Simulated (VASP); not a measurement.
Input of a VASP 6.6.1 run:

File POSCAR:

```
Mg3ZnS4
1.0
   -2.7986923730      2.7986923730      5.5878212720
    2.7986923730     -2.7986923730      5.5878212720
    2.7986923730      2.7986923730     -5.5878212720
Mg S Zn
3 4 1
Direct
    0.7500000000      0.2500000000      0.5000000000
    0.5000000000      0.5000000000      0.0000000000
    0.2500000000      0.7500000000      0.5000000000
    0.1204653365      0.6357018830      0.0000000000
    0.8795346635      0.8795346635      0.5152365466
    0.6357018830      0.1204653365      0.0000000000
    0.3642981170      0.3642981170      0.4847634534
    0.0000000000      0.0000000000      0.0000000000
```

The input INCAR.step1:

```
PREC = Accurate
ENCUT = 520
ISMEAR = 0
SIGMA = 0.01
LREAL = False
LASPH = True
NELM = 80
NBANDS = 31
GGA = PE
ALGO = Normal
EDIFF = 1E-4
LWAVE = True
LCHARG = False
```

The input INCAR.step2:

```
PREC = Accurate
ENCUT = 520
EDIFF = 1E-6
ISMEAR = 0
SIGMA = 0.01
LREAL = False
LASPH = True
NELM = 80
ALGO = Normal
ISIF = 2
LWAVE = False
LCHARG = False
METAGGA = R2SCAN
LMIXTAU = True
NBANDS = 31
ISTART = 1
```

File KPOINTS:

```
Automatic mesh
0
Gamma
  6 6 6
```

Potentials or basis: VASP PAW PBE potentials, release 64 (Mg, S, Zn).

Launch:

```bash
$ cat potpaw_PBE.64/Mg/POTCAR potpaw_PBE.64/S/POTCAR potpaw_PBE.64/Zn/POTCAR > POTCAR
$ cp INCAR.step1 INCAR
$ mpirun -np 1 vasp_std > vasp.out
$ cp INCAR.step2 INCAR
$ mpirun -np 1 vasp_std > vasp.out
```

Q: Estimate the pressure.

A: -0.2 GPa.

Q: What does it give for the largest force?

A: 0.026 eV/Å.

Forces on the atoms (eV/Å):
```
Mg   0.000  0.000  0.000
Mg   0.000  0.000  0.000
Mg   0.000  0.000  0.000
S   -0.015  0.015 -0.016
S   -0.015 -0.015  0.016
S    0.015 -0.015 -0.016
S    0.015  0.015  0.016
Zn   0.000  0.000  0.000
```

Caveat: the PAW data sets were made with another functional, which shifts forces and pressure a little.
